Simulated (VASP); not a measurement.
# InSe (R3m) in VASP: single point with PBE

Aim: the single point of InSe with PBE.

All numbers are computed with VASP 6.6.1; they aren't measurements. Logs are shortened: lines on timing, memory, paths and dates and some standing lists are left out, and cuts for length are marked.

## Step 1: The cell of the first run

It takes space group R3m (No. 160, trigonal). Conventional cell: a = 4.087 Å, b = 4.087 Å, c = 27.942 Å, α = 90.00°, β = 90.00°, γ = 120.00°. Within 3.5 Å of In (site symmetry 3m) lie 3 Se at 2.68 Å and 1 In at 2.83 Å. In (site symmetry 3m) has 3 Se at 2.68 Å and 1 In at 2.83 Å within 3.5 Å. Within 3.5 Å of Se (site symmetry 3m) lie 3 In at 2.68 Å. Within 3.5 Å of Se (site symmetry 3m) lie 3 In at 2.68 Å.

## Step 2: Single point, PBE

The input, INCAR:

```
PREC = Accurate
ENCUT = 520
EDIFF = 1E-6
ISMEAR = 0
SIGMA = 0.02
LREAL = False
LASPH = True
NELM = 80
ALGO = Normal
ISIF = 2
LWAVE = False
LCHARG = True
GGA = PE
LELF = True
LVHAR = True
NBANDS = 27
```

The input, KPOINTS:

```
regular mesh
0
Gamma
  12 12 12
```

The input, POSCAR:

```
InSe
1.0
    2.0436697557      1.1799132836      9.3140734983
   -2.0436697557      1.1799132836      9.3140734983
    0.0000000000     -2.3598265672      9.3140734983
In Se
2 2
Direct
    0.1066538290      0.1066538290      0.1066538290
    0.0055263885      0.0055263885      0.0055263885
    0.6266333968      0.6266333968      0.6266333968
    0.8188843756      0.8188843756      0.8188843756
```

Potentials or basis: VASP PAW PBE potentials, release 64 (In_d, Se).

Started as:

```console
$ cat potpaw_PBE.64/In_d/POTCAR potpaw_PBE.64/Se/POTCAR > POTCAR
$ mpirun -np 1 vasp_std > vasp.out
```

OUTCAR:

```text
PREC = Accurate
   ENCUT = 520
   EDIFF = 1E-6
   ISMEAR = 0
   LREAL = False
   LASPH = True
   NELM = 80
   ISIF = 2
   GGA = PE

 ion  position               nearest neighbor table
   1  0.107  0.107  0.107-   4 2.68   4 2.68   4 2.68   2 2.83
   2  0.006  0.006  0.006-   3 2.68   3 2.68   3 2.68   1 2.83
   3  0.627  0.627  0.627-   2 2.68   2 2.68   2 2.68
   4  0.819  0.819  0.819-   1 2.68   1 2.68   1 2.68

  LATTYP: Found a trigonal (rhomboedric) cell.
 ALAT       =     9.6083685691
 COS(alpha) =     0.9095200976

  Lattice vectors:

 A1 = (   2.0436697557,   1.1799132836,   9.3140734983)
 A2 = (  -2.0436697557,   1.1799132836,   9.3140734983)
 A3 = (   0.0000000000,  -2.3598265672,   9.3140734983)

Analysis of symmetry for initial positions (statically):
=====================================================================
 Subroutine PRICEL returns:
 Original cell was already a primitive cell.

 Routine SETGRP: Setting up the symmetry group for a
 trigonal (rhombohedral) supercell.

 Subroutine GETGRP returns: Found  6 space group operations
 (whereof  6 operations were pure point group operations)
 out of a pool of 12 trial point group operations.

The static configuration has the point symmetry C_3v.

Analysis of symmetry for dynamics (positions and initial velocities):
=====================================================================
 Subroutine PRICEL returns:
 Original cell was already a primitive cell.

 Routine SETGRP: Setting up the symmetry group for a
 trigonal (rhombohedral) supercell.

 Subroutine GETGRP returns: Found  6 space group operations
 (whereof  6 operations were pure point group operations)
 out of a pool of 12 trial point group operations.

The dynamic configuration has the point symmetry C_3v.

 Subroutine INISYM returns: Found  6 space group operations
 (whereof  6 operations are pure point group operations),
 and found     1 'primitive' translations

----------------------------------------------------------------------------------------

                                     Primitive cell

  volume of cell :     134.7571

  direct lattice vectors                    reciprocal lattice vectors
     2.043669756  1.179913284  9.314073498     0.244657924  0.141253318  0.035788136
    -2.043669756  1.179913284  9.314073498    -0.244657924  0.141253318  0.035788136
     0.000000000 -2.359826567  9.314073498     0.000000000 -0.282506637  0.035788136

  length of vectors
     9.608368569  9.608368569  9.608368569     0.284764447  0.284764447  0.284764447

  position of ions in fractional coordinates (direct lattice)
     0.106653829  0.106653829  0.106653829
     0.005526389  0.005526389  0.005526389
     0.626633397  0.626633397  0.626633397
     0.818884376  0.818884376  0.818884376

  ion indices of the primitive-cell ions
   primitive index   ion index
                 1           1
                 2           2
                 3           3
                 4           4

----------------------------------------------------------------------------------------

 KPOINTS: regular mesh

Automatic generation of k-mesh.
 Grid dimensions read from file:
 generate k-points for:   12   12   12

 Generating k-lattice:

  Cartesian coordinates                     Fractional coordinates (reciprocal lattice)
     0.020388160  0.011771110  0.002982345     0.083333333 -0.000000000  0.000000000
    -0.020388160  0.011771110  0.002982345    -0.000000000  0.083333333  0.000000000
     0.000000000 -0.023542220  0.002982345     0.000000000  0.000000000  0.083333333

  Length of vectors
     0.023730371  0.023730371  0.023730371

  Shift w.r.t. Gamma in fractional coordinates (k-lattice)
     0.000000000  0.000000000  0.000000000

 Subroutine IBZKPT returns following result:
 ===========================================

 Found    189 irreducible k-points:

 Following reciprocal coordinates:
            Coordinates               Weight
  0.000000  0.000000  0.000000      1.000000
  0.083333  0.000000 -0.000000      6.000000
  0.166667  0.000000 -0.000000      6.000000
  0.250000  0.000000  0.000000      6.000000
  0.333333 -0.000000 -0.000000      6.000000
  0.416667  0.000000  0.000000      6.000000
[... 16 lines left out ...]
  0.500000  0.166667  0.000000     12.000000
 -0.416667  0.166667  0.000000     12.000000
 [... further k-points ...]
   k-points           NKPTS =    189   k-points in BZ     NKDIM =    189   number of bands    NBANDS=     27
   number of dos      NEDOS =    301   number of ions     NIONS =      4
   total plane-waves  NPLWV = 373248
   dimension x,y,z NGX =    72 NGY =   72 NGZ =   72
   dimension x,y,z NGXF=   144 NGYF=  144 NGZF=  144
   ions per type =               2   2
   NGX,Y,Z   is equivalent  to a cutoff of  12.46, 12.46, 12.46 a.u.
   NGXF,Y,Z  is equivalent  to a cutoff of  24.92, 24.92, 24.92 a.u.
 SYSTEM =  unknown system
   PREC   = accura    normal or accurate (medium, high low for compatibility)
   ISTART =      0    job   : 0-new  1-cont  2-samecut
   ICHARG =      2    charge: 1-file 2-atom 10-const
   ISPIN  =      1    spin polarized calculation?
   LNONCOLLINEAR =      F non collinear calculations
   LSORBIT =      F    spin-orbit coupling
   LASPH  =      T    aspherical Exc in radial PAW
   ENCUT  =  520.0 eV  38.22 Ry    6.18 a.u.  17.87 17.87 17.87*2*pi/ulx,y,z
   NELM   =     80;   NELMIN=  2; NELMDL= -5     # of ELM steps
   EDIFF  = 0.1E-05   stopping-criterion for ELM
   LREAL  =      F    real-space projection
   EDIFFG = 0.1E-04   stopping-criterion for IOM
   NSW    =      0    number of steps for IOM
   IBRION =     -1    ionic relax: 0-MD 1-quasi-New 2-CG
   NFREE  =      0    steps in history (QN), initial steepest desc. (CG)
   ISIF   =      2    stress and relaxation
   ISYM   =      2    0-nonsym 1-usesym 2-fastsym
   POTIM  = 0.5000    time-step for ionic-motion
   TEBEG  =    0.0;   TEEND  =   0.0 temperature during run
   PSTRESS=    0.0 pullay stress
   NELECT =      38.0000    total number of electrons
   NUPDOWN=      -1.0000    fix difference up-down
   EMIN   =  10.00;   EMAX   =-10.00  energy-range for DOS
   EFERMI =   0.00;   METHOD = LEGACY
   ISMEAR =     0;   SIGMA  =   0.02  broadening in eV -4-tet -1-fermi 0-gaus
   EFERMI_NEDOS =   21; number of points for ismear=-14 and -15
   IALGO  =     38    algorithm
   IMIX   =      4    mixing-type and parameters
     AMIX     =   0.40;   BMIX     =  1.00
     AMIX_MAG =   1.60;   BMIX_MAG =  1.00
  volume/ion in A,a.u.               =      33.69       227.35
  Fermi-wavevector in a.u.,A,eV,Ry     =   1.073541  2.028699 15.680593  1.152491
  Thomas-Fermi vector in A             =   2.209344
   LORBIT       =      0    0 simple, 1 ext, 2 COOP (PROOUT), +10 PAW based schemes
   GGA     = PE    functional components
   LHFCALC =     F    Hartree Fock is set to
   AEXX    =    0.0000 exact exchange contribution
   IVDW    =     0    specifies the selected vdW correction
   LEPSILON=     F    determine dielectric tensor
   LRPA    =     F    only Hartree local field effects (RPA)
 non-spin polarized calculation
 Gauss-broadening in eV      SIGMA  =   0.02
  energy-cutoff  :      520.00
  volume of cell :      134.76
 maximum number of plane-waves:      3658
   NGX = 35   NGY = 35   NGZ = 35

 number of electron      38.0000000 magnetization

 Free energy of the ion-electron system (eV)
  ---------------------------------------------------
  ext. energy  EPLUGINS =         0.00000000
  ---------------------------------------------------
  free energy    TOTEN  =       -14.22500097 eV

  energy without entropy =      -14.22500097  energy(sigma->0) =      -14.22500097

 E-fermi :   2.5884     XC(G=0):  -8.1553

 val. band max:        2.5074243499   @ k =   0.5000   0.5000   0.5000
 cond. band min:       3.2681813346   @ k =   0.5000   0.5000   0.5000
 fundamental gap:      0.7607569847
 Fermi energy:         2.5883617232

 k-point     1 :       0.0000    0.0000    0.0000
  band No.  band energies     occupation
      1     -11.8738      2.00000
      2     -11.7036      2.00000
      3     -11.7036      2.00000
      4     -11.6288      2.00000
      5     -11.6288      2.00000
      6     -11.6203      2.00000
[... 19 lines left out ...]
     26       8.3409      0.00000
     27       9.2167      0.00000

 k-point     2 :       0.0833    0.0000   -0.0000
  band No.  band energies     occupation
      1     -11.8734      2.00000
      2     -11.7237      2.00000
      3     -11.7025      2.00000
      4     -11.6514      2.00000
      5     -11.6245      2.00000
      6     -11.6219      2.00000
[... 19 lines left out ...]
     26       8.4309      0.00000
     27       9.2699      0.00000

 k-point     3 :       0.1667    0.0000   -0.0000
  band No.  band energies     occupation
      1     -11.8755      2.00000
      2     -11.7696      2.00000
      3     -11.7068      2.00000
      4     -11.7005      2.00000
      5     -11.6261      2.00000
      6     -11.6129      2.00000
[... 19 lines left out ...]
     26       8.7760      0.00000
     27       9.0611      0.00000

 k-point     4 :       0.2500    0.0000    0.0000
  band No.  band energies     occupation
      1     -11.8928      2.00000
      2     -11.8075      2.00000
      3     -11.7707      2.00000
      4     -11.6993      2.00000
      5     -11.6318      2.00000
      6     -11.5969      2.00000
[... 19 lines left out ...]
     26       9.1601      0.00000
     27       9.4287      0.00000

 k-point     5 :       0.3333   -0.0000   -0.0000
  band No.  band energies     occupation
      1     -11.9286      2.00000
      2     -11.8254      2.00000
      3     -11.8187      2.00000
      4     -11.6995      2.00000
      5     -11.6375      2.00000
      6     -11.5811      2.00000
[... 19 lines left out ...]
     26       9.3593      0.00000
     27      10.0429      0.00000

 k-point     6 :       0.4167    0.0000    0.0000
  band No.  band energies     occupation
      1     -11.9589      2.00000
      2     -11.8611      2.00000
      3     -11.8191      2.00000
      4     -11.7001      2.00000
      5     -11.6415      2.00000
      6     -11.5696      2.00000
[... 444 lines left out ...]
      1     -11.9051      2.00000
      2     -11.8156      2.00000
      3     -11.7962      2.00000
      4     -11.7029      2.00000
      5     -11.6300      2.00000
      6     -11.5934      2.00000
[... 19 lines left out ...]
     26       9.3334      0.00000
     27       9.8053      0.00000

 k-point    22 :       0.4167    0.1667   -0.0000
  band No.  band energies     occupation
      1     -11.9357      2.00000
      2     -11.8386      2.00000
      3     -11.8201      2.00000
      4     -11.7064      2.00000
      5     -11.6313      2.00000
      6     -11.5835      2.00000
[... 19 lines left out ...]
     26       9.5125      0.00000
     27       9.7136      0.00000

 k-point    23 :       0.5000    0.1667    0.0000
  band No.  band energies     occupation
      1     -11.9595      2.00000
      2     -11.8668      2.00000
      3     -11.8194      2.00000
      4     -11.7094      2.00000
      5     -11.6322      2.00000
      6     -11.5767      2.00000
[... 19 lines left out ...]
     26       9.5537      0.00000
     27      10.1560      0.00000

 k-point    24 :      -0.4167    0.1667    0.0000
  band No.  band energies     occupation
      1     -11.9682      2.00000
      2     -11.8765      2.00000
      3     -11.8188      2.00000
      4     -11.7105      2.00000
      5     -11.6325      2.00000
      6     -11.5741      2.00000
[... 19 lines left out ...]
     26       9.6168      0.00000
     27      10.3407      0.00000

 [... further k-points ...]

------------------------ aborting loop because EDIFF is reached ----------------------------------------

  FORCE on cell =-STRESS in cart. coord.  units (eV):
  Direction    XX          YY          ZZ          XY          YZ          ZX
  --------------------------------------------------------------------------------------
  -------------------------------------------------------------------------------------
  Total        0.0235879      0.0235879      0.0244958      0.0000000      0.0000000     -0.0000000
  in kB        0.2804448      0.2804448      0.2912402      0.0000000      0.0000000     -0.0000000
  external PRESSURE =       0.2840433 kB  Pullay stress =       0.0000000 kB

 VOLUME and BASIS-vectors are now :
 -----------------------------------------------------------------------------
  energy-cutoff  :      520.00
  volume of cell :      134.76
      direct lattice vectors                 reciprocal lattice vectors
     2.043669756  1.179913284  9.314073498     0.244657924  0.141253318  0.035788136
    -2.043669756  1.179913284  9.314073498    -0.244657924  0.141253318  0.035788136
     0.000000000 -2.359826567  9.314073498     0.000000000 -0.282506637  0.035788136

 POSITION                                       TOTAL-FORCE (eV/Angst)
 -----------------------------------------------------------------------------------
      0.00000      0.00000      2.98014         0.000000      0.000000     -0.012594
      0.00000      0.00000      0.15442         0.000000     -0.000000      0.012920
      0.00000      0.00000     17.50953         0.000000      0.000000     -0.013472
      0.00000      0.00000     22.88145         0.000000      0.000000      0.013146
 -----------------------------------------------------------------------------------
    total drift:                                0.000000     -0.000000      0.000952

  FREE ENERGIE OF THE ION-ELECTRON SYSTEM (eV)
  ---------------------------------------------------
  free  energy   TOTEN  =       -14.2250009703 eV

  energy  without entropy=      -14.2250009703  energy(sigma->0) =      -14.22500097
```

Wall time 58 min (1 thread of Intel Xeon Platinum 8488C (Sapphire Rapids), shared host); peak memory 1.1 GiB.

Results:

```yaml
Free_energy: -14.2250 eV
Pressure: 0.0 GPa
Largest_force: 0.013 eV/Å
Band_gap_on_the_k_mesh: 0.76 eV
```

Forces on the atoms (eV/Å):
```
In   0.000  0.000 -0.013
In   0.000  0.000  0.013
Se   0.000  0.000 -0.013
Se   0.000  0.000  0.013
```

Caveat: spin-orbit coupling is left out, which moves the levels of the heavy elements.
